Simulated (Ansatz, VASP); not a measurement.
## One calculation of Se, two programs

```xyz
2
Lattice="4.4794 0.0000 0.0000 -2.2397 3.8792 0.0000 0.0000 0.0000 4.2739" Properties=species:S:1:pos:R:3 pbc="T T T"
Se    0.0000    2.5862    0.0000
Se    2.2397    1.2931    0.0000
```

Alike in both runs: functional PBE; k mesh 12 × 12 × 14; occupations gaussian, width 0.1 eV; no spin polarisation.

Ansatz relaxed the structure, and its values are those at the end. VASP's run is a single point on that final structure, the one shown.

```csv
,VASP,Ansatz
version,VASP 6.6.1,Ansatz 0.2.0
potentials or method,"VASP PAW PBE potentials, release 64 (Se), cutoff 520 eV","scalar-relativistic, plane waves, PAW"
valence electrons in the cell,12,32
```

```csv
,VASP,Ansatz,Ansatz less VASP
gap on the k mesh at the Fermi level (eV),none,none,-
pressure (GPa),0.0,0.0,-0.02
```

A gap of «none» marks a metal or a gap that the smearing closes. With one functional, cell and mesh, what is left measures potentials, basis and numerics. VASP's potentials hold 12 valence electrons a cell and Ansatz's 32, so a difference there can come from the potentials and not from the codes.
